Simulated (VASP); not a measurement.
# Mo (P6/mmm) in VASP: a series of runs, part 2 of 2

VASP 6.6.1.

**3. Single point, PBE (volume scaled by 0.55)**

The input, INCAR:

```
ALGO     = Normal         # electronic algorithm
EDIFF    = 1E-6           # SCF threshold, eV
ENCUT    = 520            # plane-wave cutoff, eV
GGA      = PE             # functional
ISIF     = 2              # what is computed and relaxed
ISMEAR   = -1             # smearing method
LASPH    = T              # aspherical terms in the spheres
LCHARG   = F              # write CHGCAR
LREAL    = F              # projectors in reciprocal space
LWAVE    = F              # write WAVECAR
NBANDS   = 13             # bands
NELM     = 60             # most SCF steps
PREC     = Accurate       # precision mode
SIGMA    = 0.08           # smearing width, eV
```

The input, KPOINTS:

```
k-points
0
Gamma
  18 18 16
```

The input, POSCAR:

```
Mo
1.0
    2.2547793390      0.0000000000      0.0000000000
   -1.1273896695      1.9526961875      0.0000000000
    0.0000000000      0.0000000000      2.0983778907
Mo
1
Direct
    0.0000000000      0.0000000000      0.0000000000
```

Potentials or basis: VASP PAW PBE potentials, release 64 (Mo_sv).

The run is started by

```sh
> cat potpaw_PBE.64/Mo_sv/POTCAR > POTCAR
> mpirun -np 1 vasp_std > vasp.out
```

OUTCAR:

```text
EDIFF = 1E-6
   ENCUT = 520
   GGA = PE
   ISIF = 2
   ISMEAR = -1
   LASPH = T
   LREAL = F
   NELM = 60
   PREC = Accurate

 ion  position               nearest neighbor table
   1  0.000  0.000  0.000-

  LATTYP: Found a hexagonal cell.
 ALAT       =     2.2547793390
 C/A-ratio  =     0.9306355857

  Lattice vectors:

 A1 = (   2.2547793390,   0.0000000000,   0.0000000000)
 A2 = (  -1.1273896695,   1.9526961875,   0.0000000000)
 A3 = (   0.0000000000,   0.0000000000,   2.0983778907)

Analysis of symmetry for initial positions (statically):
=====================================================================
 Subroutine PRICEL returns:
 Original cell was already a primitive cell.

 Routine SETGRP: Setting up the symmetry group for a
 hexagonal supercell.

 Subroutine GETGRP returns: Found 24 space group operations
 (whereof 24 operations were pure point group operations)
 out of a pool of 24 trial point group operations.

The static configuration has the point symmetry D_6h.

Analysis of symmetry for dynamics (positions and initial velocities):
=====================================================================
 Subroutine PRICEL returns:
 Original cell was already a primitive cell.

 Routine SETGRP: Setting up the symmetry group for a
 hexagonal supercell.

 Subroutine GETGRP returns: Found 24 space group operations
 (whereof 24 operations were pure point group operations)
 out of a pool of 24 trial point group operations.

The dynamic configuration has the point symmetry D_6h.

 Subroutine INISYM returns: Found 24 space group operations
 (whereof 24 operations are pure point group operations),
 and found     1 'primitive' translations

----------------------------------------------------------------------------------------

                                     Primitive cell

  volume of cell :       9.2389

  direct lattice vectors                    reciprocal lattice vectors
     2.254779339  0.000000000  0.000000000     0.443502379  0.256056218  0.000000000
    -1.127389670  1.952696187  0.000000000     0.000000000  0.512112435  0.000000000
     0.000000000  0.000000000  2.098377891     0.000000000  0.000000000  0.476558586

  length of vectors
     2.254779339  2.254779339  2.098377891     0.512112435  0.512112435  0.476558586

  position of ions in fractional coordinates (direct lattice)
     0.000000000  0.000000000  0.000000000

  ion indices of the primitive-cell ions
   primitive index   ion index
                 1           1

----------------------------------------------------------------------------------------

 KPOINTS: k-points

Automatic generation of k-mesh.
 Grid dimensions read from file:
 generate k-points for:   18   18   16

 Generating k-lattice:

  Cartesian coordinates                     Fractional coordinates (reciprocal lattice)
     0.024639021  0.014225345  0.000000000     0.055555556  0.000000000  0.000000000
     0.000000000  0.028450691  0.000000000     0.000000000  0.055555556  0.000000000
     0.000000000  0.000000000  0.029784912     0.000000000  0.000000000  0.062500000

  Length of vectors
     0.028450691  0.028450691  0.029784912

  Shift w.r.t. Gamma in fractional coordinates (k-lattice)
     0.000000000  0.000000000  0.000000000

 Subroutine IBZKPT returns following result:
 ===========================================

 Found    333 irreducible k-points:

 Following reciprocal coordinates:
            Coordinates               Weight
  0.000000  0.000000  0.000000      1.000000
  0.055556  0.000000  0.000000      6.000000
  0.111111  0.000000  0.000000      6.000000
  0.166667  0.000000  0.000000      6.000000
  0.222222  0.000000  0.000000      6.000000
  0.277778  0.000000  0.000000      6.000000
[... 16 lines left out ...]
  0.333333  0.111111  0.000000     12.000000
  0.388889  0.111111  0.000000     12.000000
 [... further k-points ...]
   k-points           NKPTS =    333   k-points in BZ     NKDIM =    333   number of bands    NBANDS=     13
   number of dos      NEDOS =    301   number of ions     NIONS =      1
   total plane-waves  NPLWV =   5184
   dimension x,y,z NGX =    18 NGY =   18 NGZ =   16
   dimension x,y,z NGXF=    36 NGYF=   36 NGZF=   32
   ions per type =               1
   NGX,Y,Z   is equivalent  to a cutoff of  13.27, 13.27, 12.68 a.u.
   NGXF,Y,Z  is equivalent  to a cutoff of  26.54, 26.54, 25.35 a.u.
 SYSTEM =  unknown system
   PREC   = accura    normal or accurate (medium, high low for compatibility)
   ISTART =      0    job   : 0-new  1-cont  2-samecut
   ICHARG =      2    charge: 1-file 2-atom 10-const
   ISPIN  =      1    spin polarized calculation?
   LNONCOLLINEAR =      F non collinear calculations
   LSORBIT =      F    spin-orbit coupling
   LASPH  =      T    aspherical Exc in radial PAW
   ENCUT  =  520.0 eV  38.22 Ry    6.18 a.u.   4.19  4.19  3.90*2*pi/ulx,y,z
   NELM   =     60;   NELMIN=  2; NELMDL= -5     # of ELM steps
   EDIFF  = 0.1E-05   stopping-criterion for ELM
   LREAL  =      F    real-space projection
   EDIFFG = 0.1E-04   stopping-criterion for IOM
   NSW    =      0    number of steps for IOM
   IBRION =     -1    ionic relax: 0-MD 1-quasi-New 2-CG
   NFREE  =      0    steps in history (QN), initial steepest desc. (CG)
   ISIF   =      2    stress and relaxation
   ISYM   =      2    0-nonsym 1-usesym 2-fastsym
   POTIM  = 0.5000    time-step for ionic-motion
   TEBEG  =    0.0;   TEEND  =   0.0 temperature during run
   PSTRESS=    0.0 pullay stress
   NELECT =      14.0000    total number of electrons
   NUPDOWN=      -1.0000    fix difference up-down
   EMIN   =  10.00;   EMAX   =-10.00  energy-range for DOS
   EFERMI =   0.00;   METHOD = LEGACY
   ISMEAR =    -1;   SIGMA  =   0.08  broadening in eV -4-tet -1-fermi 0-gaus
   EFERMI_NEDOS =   21; number of points for ismear=-14 and -15
   IALGO  =     38    algorithm
   IMIX   =      4    mixing-type and parameters
     AMIX     =   0.40;   BMIX     =  1.00
     AMIX_MAG =   1.60;   BMIX_MAG =  1.00
  volume/ion in A,a.u.               =       9.24        62.35
  Fermi-wavevector in a.u.,A,eV,Ry     =   1.880370  3.553384 48.107374  3.535792
  Thomas-Fermi vector in A             =   2.923988
   LORBIT       =      0    0 simple, 1 ext, 2 COOP (PROOUT), +10 PAW based schemes
   GGA     = PE    functional components
   LHFCALC =     F    Hartree Fock is set to
   AEXX    =    0.0000 exact exchange contribution
   IVDW    =     0    specifies the selected vdW correction
   LEPSILON=     F    determine dielectric tensor
   LRPA    =     F    only Hartree local field effects (RPA)
 non-spin polarized calculation
  energy-cutoff  :      520.00
  volume of cell :        9.24
 maximum number of plane-waves:       260
 NGX is ok and might be reduce to    18
   NGX =  9   NGY =  9   NGZ =  7

 number of electron      13.9999999 magnetization

 Free energy of the ion-electron system (eV)
  ---------------------------------------------------
  ext. energy  EPLUGINS =         0.00000000
  ---------------------------------------------------
  free energy    TOTEN  =        -4.03531331 eV

  energy without entropy =       -4.02543155  energy(sigma->0) =       -4.03037243

 E-fermi :  22.7421     XC(G=0): -16.5276

 val. band max:       22.7360618865   @ k =   0.2222   0.1667   0.3125
 cond. band min:      22.7471411068   @ k =   0.2778   0.0000   0.3750
 fundamental gap:      0.0110792203
 Fermi energy:        22.7420787972

 k-point     1 :       0.0000    0.0000    0.0000
  band No.  band energies     occupation
      1     -40.3283      2.00000
      2     -10.1930      2.00000
      3     -10.1930      2.00000
      4      -9.8828      2.00000
      5      13.9459      2.00000
      6      15.6900      2.00000
      7      20.0520      2.00000
      8      20.0520      2.00000
      9      31.6140      0.00000
     10      31.6140      0.00000
     11      35.0280      0.00000
     12      44.9598      0.00000
     13      50.9434      0.00000

 k-point     2 :       0.0556    0.0000    0.0000
  band No.  band energies     occupation
      1     -40.2830      2.00000
      2     -10.4333      2.00000
      3     -10.2450      2.00000
      4      -9.8570      2.00000
      5      14.1116      2.00000
      6      15.9029      2.00000
      7      19.7632      2.00000
      8      20.2899      2.00000
      9      31.2245      0.00000
     10      31.5545      0.00000
     11      35.6786      0.00000
[... 339 lines left out ...]
 k-point    24 :       0.3889    0.1111    0.0000
  band No.  band energies     occupation
      1     -38.6121      2.00000
      2     -16.4415      2.00000
      3     -12.3069      2.00000
      4      -8.9748      2.00000
      5      14.3167      2.00000
      6      18.0487      2.00000
      7      24.2925      0.00000
      8      25.4086      0.00000
      9      29.1447      0.00000
     10      31.8804      0.00000
     11      40.4863      0.00000
     12      41.5092      0.00000
     13      45.0577      0.00000

 [... further k-points ...]
[... 5 lines left out ...]
  --------------------------------------------------------------------------------------
  -------------------------------------------------------------------------------------
  Total       24.3433795     24.3433795     24.5399542      0.0000000      0.0000000     -0.0000000
  in kB     4221.5216921   4221.5216921   4255.6108153      0.0000000      0.0000000     -0.0000000
  external PRESSURE =    4232.8847332 kB  Pullay stress =       0.0000000 kB

 VOLUME and BASIS-vectors are now :
 -----------------------------------------------------------------------------
  energy-cutoff  :      520.00
  volume of cell :        9.24
      direct lattice vectors                 reciprocal lattice vectors
     2.254779339  0.000000000  0.000000000     0.443502379  0.256056218  0.000000000
    -1.127389670  1.952696187  0.000000000     0.000000000  0.512112435  0.000000000
     0.000000000  0.000000000  2.098377891     0.000000000  0.000000000  0.476558586

 POSITION                                       TOTAL-FORCE (eV/Angst)
 -----------------------------------------------------------------------------------
      0.00000      0.00000      0.00000        -0.000000      0.000000      0.000000
 -----------------------------------------------------------------------------------
    total drift:                                0.000000      0.000000      0.000000

  FREE ENERGIE OF THE ION-ELECTRON SYSTEM (eV)
  ---------------------------------------------------
  free  energy   TOTEN  =        -4.0353133073 eV

  energy  without entropy=       -4.0254315513  energy(sigma->0) =       -4.03037243
```

It took 30 s on 1 thread of AMD EPYC 7R43 (Zen 3), shared host; peak memory 0.11 GiB.

What came out:

- Free energy: -4.0353 eV
- Pressure: 423.3 GPa
- Band gap on the k mesh: zero (band 7 reaches 24.64 eV, above the bottom of band 8 at 20.05 eV)

Levels at points of the mesh, in eV from the Fermi level:
```tsv
k point	band 4	band 5	band 6	band 7	band 8	band 9	band 10	band 11
(0.00, 0.00, 0.00)	-32.62	-8.80	-7.05	-2.69	-2.69	8.87	8.87	12.29
(0.50, 0.00, 0.00)	-31.72	-9.77	-4.65	1.18	4.37	7.15	9.16	19.43
(0.00, 0.00, 0.50)	-32.10	-3.81	-0.77	-0.77	1.01	1.01	1.71	16.79
(0.50, 0.00, 0.50)	-33.54	-11.69	-6.81	-1.91	7.43	10.13	13.19	15.99
```

**4. Single point, PBE (volume scaled by 0.65)**

The input, INCAR:

```
SYSTEM = Mo
ALGO = Normal ; EDIFF = 1E-6
ENCUT = 520 ; GGA = PE
ISIF = 2 ; ISMEAR = -1
LASPH = .True. ; LCHARG = .True.
LELF = .True. ; LREAL = .False.
LVHAR = .True. ; LWAVE = .False.
NBANDS = 13 ; NELM = 100
PREC = Accurate ; SIGMA = 0.08
```

The input, KPOINTS:

```
k-points
0
Gamma
  18 18 16
  0 0 0
```

The input, POSCAR:

```
Mo
1.0
    2.3935670227      0.0000000000      0.0000000000
   -1.1967835114      2.0728898473      0.0000000000
    0.0000000000      0.0000000000      2.2006515229
Mo
1
Direct
    0.0000000000      0.0000000000      0.0000000000
```

The run is started by

```sh
> cat potpaw_PBE.64/Mo_sv/POTCAR > POTCAR
> mpirun -np 1 vasp_std > vasp.out
```

It took 33 s on 1 thread of AMD EPYC 7R43 (Zen 3), shared host; peak memory 0.11 GiB.

Results (log left out):

| Property | Result |
| --- | --- |
| Free energy | -7.2775 eV |
| Pressure | 217.9 GPa |
| Band gap on the k mesh | zero (band 7 reaches 20.85 eV, above the bottom of band 8 at 16.99 eV) |

Stress tensor (GPa, compression positive):
```
216.96   0.00   0.00
  0.00 216.96   0.00
  0.00   0.00 219.66
```

Levels at points of the mesh, in eV from the Fermi level:
```tsv
k point	band 3	band 4	band 5	band 6	band 7	band 8	band 9	band 10	band 11	band 12
(0.00, 0.00, 0.00)	-33.43	-32.97	-7.63	-6.98	-2.01	-2.01	7.31	7.31	12.67	20.47
(0.50, 0.00, 0.00)	-34.42	-32.44	-8.03	-4.32	1.53	3.03	6.04	7.37	16.50	17.30
(0.00, 0.00, 0.50)	-32.85	-32.85	-3.97	-0.39	-0.39	0.80	0.80	1.11	16.89	18.01
(0.50, 0.00, 0.50)	-36.77	-33.76	-9.43	-5.47	-1.47	7.49	8.16	10.80	12.53	22.85
```
